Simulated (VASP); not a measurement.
Here is a VASP 6.6.1 calculation.

The input POSCAR:

```
Ge
1.0
   -1.6645575158      1.6645575158      1.6645575158
    1.6645575158     -1.6645575158      1.6645575158
    1.6645575158      1.6645575158     -1.6645575158
Ge
1
Direct
    0.0000000000      0.0000000000      0.0000000000
```

The input INCAR.step1:

```
SYSTEM = Ge
ALGO     = Normal         ! electronic algorithm
EDIFF    = 1E-4           ! SCF threshold, eV
ENCUT    = 600            ! plane-wave cutoff, eV
GGA      = PE             ! functional
ISMEAR   = 0              ! smearing method
LASPH    = .True.         ! aspherical terms in the spheres
LCHARG   = .False.        ! write CHGCAR
LREAL    = .False.        ! projectors in reciprocal space
LWAVE    = .True.         ! write WAVECAR
NELM     = 80             ! most SCF steps
PREC     = Accurate       ! precision mode
SIGMA    = 0.1            ! smearing width, eV
```

INCAR.step2

```
SYSTEM = Ge
ALGO     = Normal         ! electronic algorithm
EDIFF    = 1E-6           ! SCF threshold, eV
EDIFFG   = -0.01          ! ionic threshold
ENCUT    = 600            ! plane-wave cutoff, eV
IBRION   = 2              ! ionic algorithm
ISIF     = 3              ! what is computed and relaxed
ISMEAR   = 0              ! smearing method
ISTART   = 1            
LASPH    = .True.         ! aspherical terms in the spheres
LCHARG   = .False.        ! write CHGCAR
LMIXTAU  = .True.       
LREAL    = .False.        ! projectors in reciprocal space
LWAVE    = .False.        ! write WAVECAR
METAGGA  = R2SCAN         ! meta-GGA
NELM     = 80             ! most SCF steps
NSW      = 80             ! ionic steps
PREC     = Accurate       ! precision mode
SIGMA    = 0.1            ! smearing width, eV
```

File KPOINTS:

```
k-points
0
Gamma
  18 18 18
  0 0 0
```

Potentials or basis: VASP PAW PBE potentials, release 64 (Ge_d).

Command:

```sh
$ cat potpaw_PBE.64/Ge_d/POTCAR > POTCAR
$ cp INCAR.step1 INCAR
$ mpirun -np 1 vasp_std > vasp.out
$ cp INCAR.step2 INCAR
$ mpirun -np 1 vasp_std > vasp.out
```

**Question.** Predict the space group after relaxing (to 0.05 Å).

**Answer.** Im-3m (No. 229).

**Question.** What does it give for the band gap on the k mesh?

**Answer.** Zero (band 7 reaches 16.43 eV, above the bottom of band 8 at 3.51 eV).

**Question.** Predict the relaxed cell.

**Answer.** a = 2.900 Å, b = 2.900 Å, c = 2.900 Å, α = 109.47°, β = 109.47°, γ = 109.47°.

Final structure:
```
Ge
1.0
    -1.67434    1.67434    1.67434
     1.67434   -1.67434    1.67434
     1.67434    1.67434   -1.67434
Ge
1
Cartesian
  1.6743 -1.6743 1.6743
```

 Zero-point motion and thermal expansion aren't in these numbers.
